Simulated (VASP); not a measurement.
Input of a VASP 6.6.1 run:

The input POSCAR:

```
SrO
1.0
    0.0000000000      2.6213501880      2.6213501880
    2.6213501880      0.0000000000      2.6213501880
    2.6213501880      2.6213501880      0.0000000000
Sr O
1 1
Direct
    0.0000000000      0.0000000000      0.0000000000
    0.5000000000      0.5000000000      0.5000000000
```

Contents of INCAR.step1:

```
PREC     = Accurate       # precision mode
ENCUT    = 520            # plane-wave cutoff, eV
ISMEAR   = 0              # smearing method
SIGMA    = 0.02           # smearing width, eV
LREAL    = False          # projectors in reciprocal space
LASPH    = True           # aspherical terms in the spheres
NELM     = 80             # most SCF steps
NBANDS   = 15             # bands
GGA      = PE             # functional
ALGO     = Normal         # electronic algorithm
EDIFF    = 1E-4           # SCF threshold, eV
LWAVE    = True           # write WAVECAR
LCHARG   = False          # write CHGCAR
```

Contents of INCAR.step2:

```
PREC     = Accurate       # precision mode
ENCUT    = 520            # plane-wave cutoff, eV
EDIFF    = 1E-6           # SCF threshold, eV
ISMEAR   = 0              # smearing method
SIGMA    = 0.02           # smearing width, eV
LREAL    = False          # projectors in reciprocal space
LASPH    = True           # aspherical terms in the spheres
NELM     = 80             # most SCF steps
ALGO     = Normal         # electronic algorithm
ISIF     = 2              # what is computed and relaxed
LWAVE    = False          # write WAVECAR
LCHARG   = False          # write CHGCAR
METAGGA  = R2SCAN         # meta-GGA
LMIXTAU  = True         
NBANDS   = 15             # bands
ISTART   = 1
```

KPOINTS

```
regular mesh
0
Gamma
  8 8 8
```

Potentials or basis: VASP PAW PBE potentials, release 64 (Sr_sv, O).

Run with:

```console
$ cat potpaw_PBE.64/Sr_sv/POTCAR potpaw_PBE.64/O/POTCAR > POTCAR
$ cp INCAR.step1 INCAR
$ mpirun -np 1 vasp_std > vasp.out
$ cp INCAR.step2 INCAR
$ mpirun -np 1 vasp_std > vasp.out
```

Problem. What does it give for the pressure?

Solution. -3.6 GPa.

Problem. What does it give for the band gap on the k mesh?

Solution. 3.76 eV, indirect (least direct gap 3.89 eV).

Caveat: the cell differs from its parent crystal (functional r2SCAN, strained); the PAW data sets were made with another functional, which shifts forces and pressure a little. A k mesh can miss the band edges.
